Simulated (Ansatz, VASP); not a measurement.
# One calculation of In, two programs

```xyz
1
Lattice="-1.5753 1.5753 2.4738 1.5753 -1.5753 2.4738 1.5753 1.5753 -2.4738" Properties=species:S:1:pos:R:3 pbc="T T T"
In    0.0000    0.0000    0.0000
```

Alike in both runs: functional LDA; k mesh 18 × 18 × 18; occupations gaussian, width 0.1 eV; no spin polarisation.

Ansatz relaxed the structure, and its values are those at the end. VASP's run is a single point on that final structure, the one shown.

|  | VASP | Ansatz |
| --- | --- | --- |
| version | VASP 6.6.1 | Ansatz 0.2.0 |
| potentials or method | VASP PAW LDA potentials, release 64 (In_d), cutoff 520 eV | scalar-relativistic, plane waves, PAW |
| valence electrons in the cell | 13 | 13 |

VASP gave:

| Item | Value |
| --- | --- |
| gap on the k mesh at the Fermi level (eV) | none |
| pressure (GPa) | 0.1 |

Problem. What did Ansatz give for the same quantities?

Solution. gap on the k mesh at the Fermi level (eV): none; pressure (GPa): 0.0.

LDA's correlation is that of Perdew and Zunger in VASP and of Perdew and Wang (1992) in Ansatz. A gap of «none» marks a metal or a gap that the smearing closes.
